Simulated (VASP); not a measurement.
Set up this calculation in VASP 6.6.1, as the native input.

| Property | Result |
| --- | --- |
| Task | relaxation of cell and atoms |
| Functional | PBE |
| Potentials or basis | VASP PAW PBE potentials, release 64 (Sm_3, F), 4f in core |
| Cutoff | 600 eV |
| k mesh | 18 × 18 × 14 |
| Occupations | gaussian, width 0.1 eV |
| Spin | no spin polarisation |
| Dipole correction | no |
| Mended | yes |
| Further INCAR settings | ALGO = Normal; EDIFF = 1e-07; IBRION = 2; EDIFFG = -0.01; NSW = 100; ISIF = 3 |

The structure of SmF lies in POSCAR:

```
SmF
1.0
    3.3717909272      0.0000000000      0.0000000000
   -1.6858954636      2.9200565992      0.0000000000
    0.0000000000      0.0000000000      3.8818693063
Sm F
1 1
Direct
    0.6666666667      0.3333333333      0.5000000000
    0.0000000000      0.0000000000      0.0000000000
```

The cell was built from a structure type or drawn by symmetry, and may not be a known phase.

One way to write it, as run:

INCAR

```
  PREC = Accurate
  ENCUT = 600
  EDIFF = 1E-7
  ISMEAR = 0
  SIGMA = 0.1
  LREAL = False
  LASPH = True
  NELM = 200
  ALGO = Normal
  ISIF = 3
  LWAVE = False
  LCHARG = False
  GGA = PE
  IBRION = 2
  NSW = 100
  EDIFFG = -0.01
  GGA_COMPAT = False
  NELMIN = 4
  LMAXMIX = 6
```

KPOINTS

```
Automatic mesh
0
Gamma
  18 18 14
```

Potentials or basis: VASP PAW PBE potentials, release 64 (Sm_3, F), 4f in core.

Command:

```bash
$ cat potpaw_PBE.64/Sm_3/POTCAR potpaw_PBE.64/F/POTCAR > POTCAR
$ mpirun -np 1 vasp_std > vasp.out
```

It gave:

```
Relaxed volume                        : 18.93 Å³/atom
Relaxed cell                          : a = 3.377 Å, b = 3.377 Å, c = 3.833 Å, α = 90.00°, β = 90.00°, γ = 120.00°
Space group after relaxing (to 0.1 Å) : P-6m2 (No. 187)
Energy gained by relaxing             : 0.8 meV/atom
Ionic steps                           : 5
Pressure after relaxing               : 0.0 GPa
Band gap on the k mesh                : zero (bands 9 and 10 overlap by 1.87 eV)
```

Caveat: spin-orbit coupling is left out, which moves the levels of the heavy elements; the 4f electrons are frozen in the core, so they carry no moment and show no levels; the run has no spin polarisation, though such a crystal can be magnetic.

Wall time 8.3 min on 1 thread of AMD EPYC 7R43 64-Core Processor (Zen 3) (shared host), peak memory 0.3 GiB.
